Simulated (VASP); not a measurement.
Crystal: ZnGeP2.

```
CELL_PARAMETERS angstrom
-2.74996 2.74996 5.42167
2.74996 -2.74996 5.42167
2.74996 2.74996 -5.42167
ATOMIC_POSITIONS crystal
Zn 0.75000 0.25000 0.50000
Zn 0.00000 0.00000 0.00000
Ge 0.25000 0.75000 0.50000
Ge 0.50000 0.50000 0.00000
P 0.12836 0.62500 0.00336
P 0.87500 0.87164 0.49664
P 0.37500 0.37836 0.50336
P 0.62164 0.12500 0.99664
```

| Item | Value |
| --- | --- |
| Program | VASP 6.6.1 |
| Task | relaxation of cell and atoms |
| Functional | r2SCAN |
| Potentials or basis | VASP PAW PBE potentials, release 64 (Zn, Ge_d, P) |
| Cutoff | 550 eV |
| k mesh | 6 × 6 × 6 |
| Occupations | fermi-dirac, width 0.02 eV |
| Spin | no spin polarisation |

At the start: pressure -2.5 GPa; volume 20.50 Å³/atom.

Task: How do energy, volume and symmetry change on relaxing?

Result: Over 6 steps the energy falls by 5.3 meV/atom and the volume is 19.88 Å³/atom (-3.0 %); space group I-42d (No. 122, to 0.05 Å).

Step by step:
```csv
step,energy change (eV),largest force (eV/Å),pressure (GPa),volume (Å³)
1,0.0000,0.1128,-2.49,164.00
2,-0.0323,0.0288,1.39,156.55
3,-0.0422,0.0197,0.05,158.89
4,-0.0422,0.0217,0.00,158.99
5,-0.0423,0.0108,-0.01,159.01
6,-0.0423,0.0003,-0.02,159.03
```

Final structure:
```xyz
8
Lattice="-2.7223 2.7223 5.3648 2.7223 -2.7223 5.3648 2.7223 2.7223 -5.3648" Properties=species:S:1:pos:R:3 pbc="T T T"
Zn    0.0000    2.7223    2.6824
Zn    0.0000    0.0000    0.0000
Ge    2.7223    0.0000    2.6824
Ge    0.0000    0.0000    5.3648
P     1.3612   -1.3374    4.0236
P     1.3374    1.3612    6.7059
P     1.3850    1.3612    1.3412
P     1.3612    4.0597   -1.3412
```

Caveat: the PAW data sets were made with another functional, which shifts forces and pressure a little.
